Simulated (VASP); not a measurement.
# BN: single point with PBE

BN:

```
B N
1.0
     2.44738    0.00000    0.00000
    -1.22369    2.11949    0.00000
     0.00000    0.00000    4.78201
B N
2 2
Cartesian
  0.0000 1.4130 1.1955
  1.2237 0.7065 3.5865
  0.0000 1.4130 3.5865
  1.2237 0.7065 1.1955
```

| Item | Value |
| --- | --- |
| Program | VASP 6.6.1 |
| Task | single point |
| Functional | PBE |
| Potentials or basis | VASP PAW PBE potentials, release 64 (B, N) |
| Cutoff | 520 eV |
| k mesh | 12 × 12 × 6 |
| Occupations | gaussian, width 0.02 eV |
| Spin | no spin polarisation |

- Pressure: 50.1 GPa
- Band gap on the k mesh: 3.70 eV, indirect (least direct gap 4.52 eV)

Stress tensor (GPa, compression positive):
```
50.28  0.00  0.00
 0.00 50.28  0.00
 0.00  0.00 49.81
```

Levels at points of the mesh, in eV from the valence-band top:
```
           k point  band 4  band 5  band 6  band 7  band 8  band 9  band 10  band 11  band 12  band 13
(0.00, 0.00, 0.00)   -2.25   -2.25   -1.68   -1.68   -1.62    8.86    10.79    10.79    11.90    11.90
(0.50, 0.00, 0.00)   -9.61   -5.39   -4.57   -4.23   -0.98    4.57     8.15     8.92    10.67    15.28
(0.00, 0.00, 0.50)   -6.02   -1.97   -1.97   -1.97   -1.97   11.30    11.30    11.30    11.30    12.20
(0.50, 0.00, 0.50)  -10.17   -5.00   -5.00   -1.63   -1.63    4.35     4.35    10.00    10.00    16.32
```

It took 19 s on 1 thread of Intel Xeon 6975P-C, on a shared host, peak memory 0.14 GiB.

A k mesh can miss the band edges.
